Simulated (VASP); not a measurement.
A run of VASP 6.6.1:

Contents of INCAR:

```
SYSTEM = PbS
  PREC = Accurate
  ENCUT = 520
  EDIFF = 1E-6
  ISMEAR = 0
  SIGMA = 0.01
  LREAL = .FALSE.
  LASPH = .TRUE.
  NELM = 60
  ALGO = Normal
  ISIF = 2
  LWAVE = .FALSE.
  LCHARG = .FALSE.
  GGA = PS
  NBANDS = 28
```

Contents of KPOINTS:

```
regular mesh
0
G
  4 4 4
  0 0 0
```

The input POSCAR:

```
PbS
1.0
    2.0799526900     -5.9912968600      0.0000000000
    2.0799526900      5.9912968600      0.0000000000
    0.0000000000      0.0000000000      4.2793209400
Pb S
2 2
Direct
    0.8694366506      0.1305633494      0.7499999988
    0.1305633494      0.8694366506      0.2499999988
    0.6452029102      0.3547970898      0.7499999988
    0.3547970898      0.6452029102      0.2499999988
```

Potentials or basis: VASP PAW PBE potentials, release 64 (Pb_d, S).

The run is started by

```bash
$ cat potpaw_PBE.64/Pb_d/POTCAR potpaw_PBE.64/S/POTCAR > POTCAR
$ mpirun -np 1 vasp_std > vasp.out
```

Hardware: 1 thread of AMD EPYC 7R13 (shared host).

**Question.** Estimate the wall time of this run.

**Answer.** It took 2.9 min on 1 thread of AMD EPYC 7R13 (shared host), peak memory 0.24 GiB. Counts: scf iterations 13, k points 21.
